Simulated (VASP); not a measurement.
Set up this calculation in VASP 6.6.1, as the native input.

* Task: single point
* Functional: PBEsol
* Potentials or basis: VASP PAW PBE potentials, release 64 (Nb_sv, H)
* Cutoff: 520 eV
* k mesh: 16 × 16 × 16
* Occupations: gaussian, width 0.15 eV
* Spin: no spin polarisation
* Dipole correction: no
* Further INCAR settings: ALGO = Normal; EDIFF = 1e-06; NBANDS = 14

The structure of NbH2 lies in POSCAR:

```
NbH2
1.0
    0.0000000000      2.2587404927      2.2587404927
    2.2587404927      0.0000000000      2.2587404927
    2.2587404927      2.2587404927      0.0000000000
Nb H
1 2
Direct
    0.0000000000      0.0000000000      0.0000000000
    0.2500000000      0.2500000000      0.2500000000
    0.7500000000      0.7500000000      0.7500000000
```

One way to write it, as run:

INCAR

```
SYSTEM = NbH2
  PREC = Accurate
  ENCUT = 520
  EDIFF = 1E-6
  ISMEAR = 0
  SIGMA = 0.15
  LREAL = .FALSE.
  LASPH = .TRUE.
  NELM = 100
  ALGO = Normal
  ISIF = 2
  LWAVE = .FALSE.
  LCHARG = .TRUE.
  GGA = PS
  LELF = .TRUE.
  LVHAR = .TRUE.
  NBANDS = 14
```

KPOINTS

```
Automatic mesh
0
G
  16 16 16
  0 0 0
```

Potentials or basis: VASP PAW PBE potentials, release 64 (Nb_sv, H).

The run is started by

```sh
$ cat potpaw_PBE.64/Nb_sv/POTCAR potpaw_PBE.64/H/POTCAR > POTCAR
$ mpirun -np 1 vasp_std > vasp.out
```

Results of the run:

* Pressure: -0.3 GPa

Caveat: the PAW data sets were made with another functional, which shifts forces and pressure a little.

It took 53 s on 1 thread of Intel Xeon 8259CL, on a shared host, peak memory 0.17 GiB.
